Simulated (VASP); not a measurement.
GaAs: relaxation of the atoms with PBE

GaAs:

```
Ga As
1.0
     0.00000    2.80788    2.80788
     2.80788    0.00000    2.80788
     2.80788    2.80788    0.00000
Ga As
1 1
Direct
  0.00000 0.00000 0.00000
  0.25000 0.25000 0.25000
```

* Program: VASP 6.6.1
* Task: relaxation of the atoms
* Functional: PBE
* Potentials or basis: VASP PAW PBE potentials, release 64 (Ga_d, As)
* Cutoff: 520 eV
* k mesh: 13 × 13 × 13
* Occupations: fermi-dirac, width 0.02 eV
* Spin: no spin polarisation
* Dipole correction: no
* Further INCAR settings: ALGO = Normal; EDIFF = 1e-06; IBRION = 2; EDIFFG = -0.02; NSW = 80

```yaml
Pressure_after_relaxing: 5.1 GPa
Band_gap_on_the_k_mesh: 0.67 eV
```

Final structure:
```
CELL_PARAMETERS angstrom
0.00000 2.80788 2.80788
2.80788 0.00000 2.80788
2.80788 2.80788 0.00000
ATOMIC_POSITIONS crystal
Ga 0.00000 0.00000 0.00000
As 0.25000 0.25000 0.25000
```

Levels at points of the mesh, in eV from the valence-band top:
```csv
k point,band 6,band 7,band 8,band 9,band 10,band 11,band 12,band 13
"(0.00, 0.00, 0.00)",-12.87,0.00,0.00,0.00,0.67,3.73,3.73,3.73
```

Wall time 84 s on 1 thread of Intel Xeon 8259CL, with other jobs on the host, peak memory 0.21 GiB.

Caveat: the relaxation stopped at its first step, so nothing moved; semilocal functionals underestimate gaps, and a narrow one can read as zero; an odd mesh through Γ misses points on the zone boundary, where band edges can lie.
